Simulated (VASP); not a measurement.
# Y (Fm-3m) in VASP: further runs

Runs on Y. Level: LDA. Tasks: single point, relaxation of cell and atoms.

Everything below comes from runs of VASP 6.6.1. Logs are shortened: lines on timing, memory, paths and dates and some standing lists are left out, and cuts for length are marked.

### Step 1. The cell of the first run

Symmetry: Fm-3m, No. 225, cubic system. The conventional cell has a = 4.906 Å, b = 4.906 Å, c = 4.906 Å, α = 90.00°, β = 90.00°, γ = 90.00°. Within 4.6 Å of Y (site symmetry m-3m) lie 12 Y at 3.47 Å.

This isn't the form of Y at room conditions, which is hcp.

### Step 2. Single point, LDA

Contents of INCAR:

```
SYSTEM = Y
PREC = Accurate ; ENCUT = 500
EDIFF = 1E-6 ; ISMEAR = 1
SIGMA = 0.1 ; LREAL = .FALSE.
LASPH = .TRUE. ; NELM = 120
ALGO = Normal ; ISIF = 2
LWAVE = .FALSE. ; LCHARG = .FALSE.
GGA = CA ; NBANDS = 12
GGA_COMPAT = .FALSE.
```

Contents of KPOINTS:

```
regular mesh
0
G
  7 7 7
  0 0 0
```

Contents of POSCAR:

```
Y
1.0
    0.0000000000      2.4532010158      2.4532010158
    2.4532010158      0.0000000000      2.4532010158
    2.4532010158      2.4532010158      0.0000000000
Y
1
Direct
    0.0000000000      0.0000000000      0.0000000000
```

Potentials or basis: VASP PAW LDA potentials, release 64 (Y_sv).

On the command line:

```sh
cat potpaw_LDA.64/Y_sv/POTCAR > POTCAR
mpirun -np 1 vasp_std > vasp.out
```

OUTCAR:

```text
SYSTEM = Y
   PREC = Accurate
   ENCUT = 500
   EDIFF = 1E-6
   ISMEAR = 1
   LREAL = .FALSE.
   LASPH = .TRUE.
   NELM = 120
   ISIF = 2
   GGA = CA

 ion  position               nearest neighbor table
   1  0.000  0.000  0.000-

  LATTYP: Found a face centered cubic cell.
 ALAT       =     4.9064020316

  Lattice vectors:

 A1 = (   0.0000000000,   2.4532010158,   2.4532010158)
 A2 = (   2.4532010158,   0.0000000000,   2.4532010158)
 A3 = (   2.4532010158,   2.4532010158,   0.0000000000)

Analysis of symmetry for initial positions (statically):
=====================================================================
 Subroutine PRICEL returns:
 Original cell was already a primitive cell.

 Routine SETGRP: Setting up the symmetry group for a
 face centered cubic supercell.

 Subroutine GETGRP returns: Found 48 space group operations
 (whereof 48 operations were pure point group operations)
 out of a pool of 48 trial point group operations.

The static configuration has the point symmetry O_h .

Analysis of symmetry for dynamics (positions and initial velocities):
=====================================================================
 Subroutine PRICEL returns:
 Original cell was already a primitive cell.

 Routine SETGRP: Setting up the symmetry group for a
 face centered cubic supercell.

 Subroutine GETGRP returns: Found 48 space group operations
 (whereof 48 operations were pure point group operations)
 out of a pool of 48 trial point group operations.

The dynamic configuration has the point symmetry O_h .

 Subroutine INISYM returns: Found 48 space group operations
 (whereof 48 operations are pure point group operations),
 and found     1 'primitive' translations

----------------------------------------------------------------------------------------

                                     Primitive cell

  volume of cell :      29.5277

  direct lattice vectors                    reciprocal lattice vectors
     0.000000000  2.453201016  2.453201016    -0.203815340  0.203815340  0.203815340
     2.453201016  0.000000000  2.453201016     0.203815340 -0.203815340  0.203815340
     2.453201016  2.453201016  0.000000000     0.203815340  0.203815340 -0.203815340

  length of vectors
     3.469350148  3.469350148  3.469350148     0.353018525  0.353018525  0.353018525

  position of ions in fractional coordinates (direct lattice)
     0.000000000  0.000000000  0.000000000

[... 76 lines left out ...]
   ISIF   =      2    stress and relaxation
   ISYM   =      2    0-nonsym 1-usesym 2-fastsym
   POTIM  = 0.5000    time-step for ionic-motion
   TEBEG  =    0.0;   TEEND  =   0.0 temperature during run
   PSTRESS=    0.0 pullay stress
   NELECT =      11.0000    total number of electrons
   NUPDOWN=      -1.0000    fix difference up-down
   EMIN   =  10.00;   EMAX   =-10.00  energy-range for DOS
   EFERMI =   0.00;   METHOD = LEGACY
   ISMEAR =     1;   SIGMA  =   0.10  broadening in eV -4-tet -1-fermi 0-gaus
   EFERMI_NEDOS =   21; number of points for ismear=-14 and -15
   IALGO  =     38    algorithm
   IMIX   =      4    mixing-type and parameters
     AMIX     =   0.40;   BMIX     =  1.00
     AMIX_MAG =   1.60;   BMIX_MAG =  1.00
  volume/ion in A,a.u.               =      29.53       199.26
  Fermi-wavevector in a.u.,A,eV,Ry     =   1.177957  2.226015 18.879193  1.387582
  Thomas-Fermi vector in A             =   2.314294
   LORBIT       =      0    0 simple, 1 ext, 2 COOP (PROOUT), +10 PAW based schemes
   GGA     = CA    functional components
   LHFCALC =     F    Hartree Fock is set to
   AEXX    =    0.0000 exact exchange contribution
   IVDW    =     0    specifies the selected vdW correction
   LEPSILON=     F    determine dielectric tensor
   LRPA    =     F    only Hartree local field effects (RPA)
 non-spin polarized calculation
 Methfessel and Paxton  Order N= 1 SIGMA  =   0.10
  energy-cutoff  :      500.00
  volume of cell :       29.53
 maximum number of plane-waves:       760
 NGX is ok and might be reduce to    28
   NGX = 13   NGY = 13   NGZ = 13

 number of electron      11.0000001 magnetization

 Free energy of the ion-electron system (eV)
  ---------------------------------------------------
  ext. energy  EPLUGINS =         0.00000000
  ---------------------------------------------------
  free energy    TOTEN  =        -6.94263688 eV

  energy without entropy =       -6.94497837  energy(sigma->0) =       -6.94341738

 E-fermi :   3.3558     XC(G=0): -10.0627

 val. band max:        3.2589693019   @ k =  -0.4286   0.2857   0.1429
 cond. band min:       3.4158009688   @ k =   0.4286   0.2857   0.1429
 fundamental gap:      0.1568316668
 Fermi energy:         3.3558275954

 k-point     1 :       0.0000    0.0000    0.0000
  band No.  band energies     occupation
      1     -38.8214      2.00000
      2     -18.5497      2.00000
      3     -18.5497      2.00000
      4     -18.5497      2.00000
      5      -1.4658      2.00000
      6       5.2387     -0.00000
      7       5.2387     -0.00000
      8       5.2387     -0.00000
      9       7.4845      0.00000
     10       7.4845      0.00000
     11      12.7246      0.00000
     12      16.2523      0.00000
[... 271 lines left out ...]
 k-point    20 :      -0.2857    0.4286    0.1429
  band No.  band energies     occupation
      1     -38.6884      2.00000
      2     -19.0983      2.00000
      3     -19.0512      2.00000
      4     -18.8020      2.00000
      5       2.5948      2.00000
      6       3.2278      2.07004
      7       4.0832     -0.00000
      8       6.4884      0.00000
      9       9.0892      0.00000
     10      10.4672      0.00000
     11      12.0810      0.00000
     12      13.0883      0.00000

------------------------ aborting loop because EDIFF is reached ----------------------------------------

  FORCE on cell =-STRESS in cart. coord.  units (eV):
  Direction    XX          YY          ZZ          XY          YZ          ZX
  --------------------------------------------------------------------------------------
  -------------------------------------------------------------------------------------
  Total       -0.0249001     -0.0249001     -0.0249001     -0.0000000     -0.0000000      0.0000000
  in kB       -1.3510818     -1.3510818     -1.3510818     -0.0000000     -0.0000000      0.0000000
  external PRESSURE =      -1.3510818 kB  Pullay stress =       0.0000000 kB

 VOLUME and BASIS-vectors are now :
 -----------------------------------------------------------------------------
  energy-cutoff  :      500.00
  volume of cell :       29.53
      direct lattice vectors                 reciprocal lattice vectors
     0.000000000  2.453201016  2.453201016    -0.203815340  0.203815340  0.203815340
     2.453201016  0.000000000  2.453201016     0.203815340 -0.203815340  0.203815340
     2.453201016  2.453201016  0.000000000     0.203815340  0.203815340 -0.203815340

 POSITION                                       TOTAL-FORCE (eV/Angst)
 -----------------------------------------------------------------------------------
      0.00000      0.00000      0.00000         0.000000      0.000000      0.000000
 -----------------------------------------------------------------------------------
    total drift:                               -0.000000     -0.000000     -0.000000

  FREE ENERGIE OF THE ION-ELECTRON SYSTEM (eV)
  ---------------------------------------------------
  free  energy   TOTEN  =        -6.9426368781 eV

  energy  without entropy=       -6.9449783708  energy(sigma->0) =       -6.94341738
```

OSZICAR:

```text
N       E                     dE             d eps       ncg     rms          rms(c)
DAV:   1     0.236791540252E+02    0.23679E+02   -0.55078E+03   480   0.813E+02
DAV:   2    -0.610792034276E+01   -0.29787E+02   -0.29033E+02   576   0.164E+02
DAV:   3    -0.709732780527E+01   -0.98941E+00   -0.97977E+00   680   0.203E+01
DAV:   4    -0.711387077590E+01   -0.16543E-01   -0.16538E-01   556   0.265E+00
DAV:   5    -0.711412860992E+01   -0.25783E-03   -0.25783E-03   592   0.252E-01    0.234E+01
DAV:   6    -0.696982497996E+01    0.14430E+00   -0.18096E-01   520   0.277E+00    0.145E+01
DAV:   7    -0.694713497261E+01    0.22690E-01   -0.25116E-01   564   0.323E+00    0.118E+00
DAV:   8    -0.694264001476E+01    0.44950E-02   -0.29086E-02   540   0.135E+00    0.148E-01
DAV:   9    -0.694264440748E+01   -0.43927E-05   -0.90049E-04   584   0.240E-01    0.621E-02
DAV:  10    -0.694263665529E+01    0.77522E-05   -0.39280E-05   544   0.510E-02    0.152E-02
DAV:  11    -0.694263687805E+01   -0.22276E-06   -0.45555E-06   564   0.191E-02
   1 F= -.69426369E+01 E0= -.69434174E+01  d E =0.234149E-02
```

stdout:

```text
POSCAR found type information on POSCAR Y
 POSCAR found :  1 types and       1 ions
 scaLAPACK will be used
 LDA part: xc-table for (Slater(with rela. corr.)+CA(PZ))
 , standard interpolation
 POSCAR, INCAR and KPOINTS ok, starting setup
 FFT: planning ... GRIDC
 FFT: planning ... GRID_SOFT
 FFT: planning ... GRID
 WAVECAR not read
 entering main loop
```

Run time: 7.3 s. Hardware: 1 thread of Intel Xeon Platinum 8259CL at 2.50GHz (Skylake/Cascade Lake), shared host; peak memory 0.15 GiB.

What came out:

```yaml
Free_energy: -6.9426 eV
Pressure: -0.1 GPa
Band_gap_on_the_k_mesh: zero (an odd number of electrons rules out a gap without spin polarisation)
```

### Step 3. Relaxation of cell and atoms, LDA

This run uses another cell than the first one, of 32.97 Å³/atom.

Contents of INCAR:

```
ALGO = Normal
EDIFF = 1E-7
EDIFFG = -0.03
ENCUT = 500
GGA = CA
GGA_COMPAT = F
IBRION = 2
ISIF = 3
ISMEAR = 1
LASPH = T
LCHARG = F
LREAL = F
LWAVE = F
NELM = 120
NELMIN = 4
NSW = 80
PREC = Accurate
SIGMA = 0.1
```

Contents of KPOINTS:

```
k-points
0
Gamma
  7 7 7
```

Contents of POSCAR:

```
Y
1.0
    0.0000000000      2.5450000000      2.5450000000
    2.5450000000      0.0000000000      2.5450000000
    2.5450000000      2.5450000000      0.0000000000
Y
1
Direct
    0.0000000000      0.0000000000      0.0000000000
```

Potentials or basis: VASP PAW LDA potentials, release 64 (Y_sv).

On the command line:

```sh
cat potpaw_LDA.64/Y_sv/POTCAR > POTCAR
mpirun -np 1 vasp_std > vasp.out
```

Wall time 24 s (1 thread of Intel Xeon Platinum 8259CL at 2.50GHz (Skylake/Cascade Lake), shared host); peak memory 0.16 GiB.

Results (log left out):

| Quantity | Value |
| --- | --- |
| Free energy | -6.9429 eV |
| Relaxed volume | 29.47 Å³/atom |
| Relaxed cell | a = 3.467 Å, b = 3.467 Å, c = 3.467 Å, α = 60.00°, β = 60.00°, γ = 60.00° |
| Space group after relaxing (to 0.1 Å) | Fm-3m (No. 225) |
| Energy gained by relaxing | 51.6 meV/atom |
| Ionic steps | 3 |
| Pressure after relaxing | 0.0 GPa |
| Band gap on the k mesh | zero (an odd number of electrons rules out a gap without spin polarisation) |

Step by step:
```
step  energy change (eV)  largest force (eV/Å)  pressure (GPa)  volume (Å³)
   1              0.0000                0.0000           -4.40        32.97
   2             -0.0495                0.0000            1.07        28.83
   3             -0.0516                0.0000            0.01        29.47
```

Final structure:
```
Y
1.0
     0.00000    2.45159    2.45159
     2.45159    0.00000    2.45159
     2.45159    2.45159    0.00000
Y
1
Direct
  0.00000 0.00000 0.00000
```

Levels at points of the mesh, in eV from the Fermi level:
```csv
k point,band 1,band 2,band 3,band 4,band 5,band 6,band 7,band 8,band 9
"(0.00, 0.00, 0.00)",-42.17,-21.90,-21.90,-21.90,-4.82,1.89,1.89,1.89,4.14
```
